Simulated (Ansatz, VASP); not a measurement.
**One calculation of BN, two programs**

Contents of INCAR:

```
SYSTEM = BN
  PREC = Accurate
  ENCUT = 600
  EDIFF = 1E-7
  ISMEAR = 0
  SIGMA = 0.02
  LREAL = .FALSE.
  LASPH = .TRUE.
  NELM = 100
  ALGO = Normal
  ISIF = 3
  LWAVE = .FALSE.
  LCHARG = .FALSE.
  GGA = PE
  IVDW = 12
  IBRION = 2
  NSW = 100
  EDIFFG = -0.005
```

KPOINTS

```
Automatic mesh
0
G
  12 12 4
  0 0 0
```

File POSCAR:

```
BN
1.0
    2.4982400000      0.0000000000      0.0000000000
   -1.2491200000      2.1635393048      0.0000000000
    0.0000000000      0.0000000000      6.6357000000
B N
2 2
Direct
    0.3333333333      0.6666666667      0.2500000000
    0.6666666667      0.3333333333      0.7500000000
    0.3333333333      0.6666666667      0.7500000000
    0.6666666667      0.3333333333      0.2500000000
```

Input for Ansatz:

```yaml
crystal:
  lattice:
    - [2.49824, 0.0, 0.0]
    - [-1.24912, 2.1635393048, 0.0]
    - [0.0, 0.0, 6.6357]
  atoms:
    - { symbol: B, position: [0.3333333333, 0.6666666667, 0.25] }
    - { symbol: B, position: [0.6666666667, 0.3333333333, 0.75] }
    - { symbol: "N", position: [0.3333333333, 0.6666666667, 0.75] }
    - { symbol: "N", position: [0.6666666667, 0.3333333333, 0.25] }
basis:
  ecutwfc: 420
kpoints:
  mp_grid: { grid: [12, 12, 4] }
hamiltonian:
  xc: pbe
  dispersion: d3bj
scf:
  occupations: { method: gaussian, width: 0.02 }
output:
  forces: true
  stress: true
  eigenvalues: true
  write_density: true
  write_potential: true
  elf: true
  volumetric_format: npy
relax:
  adjacent_minimum: "off"
  f_tol: 0.005
  max_steps: 80
  cell: { stress_tol: 0.05 }
```

Alike in both runs: task relaxation of cell and atoms; functional PBE; dispersion D3(BJ); k mesh 12 × 12 × 4; occupations gaussian, width 0.02 eV; no spin polarisation.

|  | VASP | Ansatz |
| --- | --- | --- |
| version | VASP 6.6.1 | Ansatz 0.2.0 |
| potentials or method | VASP PAW PBE potentials, release 64 (B, N), cutoff 600 eV | scalar-relativistic, plane waves, PAW |
| valence electrons in the cell | 16 | 16 |

```csv
,VASP,Ansatz,Ansatz less VASP
"gap on the k mesh at the Fermi level, each at its own relaxed structure (eV)",4.25,4.27,+0.028
relaxed volume (Å³/atom),8.92,9.00,+0.077
relaxed cell length with the largest relative difference (Å),6.558,6.614,+0.0559
```
